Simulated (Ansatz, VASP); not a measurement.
One calculation of Ag, two programs

The input INCAR:

```
PREC = Accurate
ENCUT = 520
EDIFF = 1E-7
ISMEAR = 0
SIGMA = 0.1
LREAL = False
LASPH = True
NELM = 100
ALGO = Normal
ISIF = 2
LWAVE = False
LCHARG = True
GGA = PE
LELF = True
LVHAR = True
NBANDS = 12
```

File KPOINTS:

```
Automatic mesh
0
Gamma
  18 18 18
```

POSCAR

```
Ag
1.0
   -1.6208024833      1.6208024833      1.6208024833
    1.6208024833     -1.6208024833      1.6208024833
    1.6208024833      1.6208024833     -1.6208024833
Ag
1
Direct
    0.0000000000      0.0000000000      0.0000000000
```

Input for Ansatz:

```yaml
crystal:
  lattice:
    - [-1.6208024833, 1.6208024833, 1.6208024833]
    - [1.6208024833, -1.6208024833, 1.6208024833]
    - [1.6208024833, 1.6208024833, -1.6208024833]
  atoms:
    - { symbol: Ag, position: [0.0, 0.0, 0.0] }
basis:
  ecutwfc: 420
kpoints:
  mp_grid: { grid: [18, 18, 18] }
hamiltonian:
  xc: pbe
scf:
  occupations: { method: gaussian, width: 0.1 }
output:
  forces: true
  stress: true
  eigenvalues: true
```

Alike in both runs: task single point; functional PBE; k mesh 18 × 18 × 18; occupations gaussian, width 0.1 eV; no spin polarisation.

```csv
,VASP,Ansatz
version,VASP 6.6.1,Ansatz 0.2.0
potentials or method,"VASP PAW PBE potentials, release 64 (Ag), cutoff 520 eV","scalar-relativistic, plane waves, PAW"
valence electrons in the cell,11,19
```

|  | VASP | Ansatz | Ansatz less VASP |
| --- | --- | --- | --- |
| gap on the k mesh at the Fermi level (eV) | none | none | - |
| pressure (GPa) | 5.5 | 5.7 | +0.16 |

A gap of «none» marks a metal or a gap that the smearing closes. With one functional, cell and mesh, what is left measures potentials, basis and numerics. VASP's potentials hold 11 valence electrons a cell and Ansatz's 19, so a difference there can come from the potentials and not from the codes.
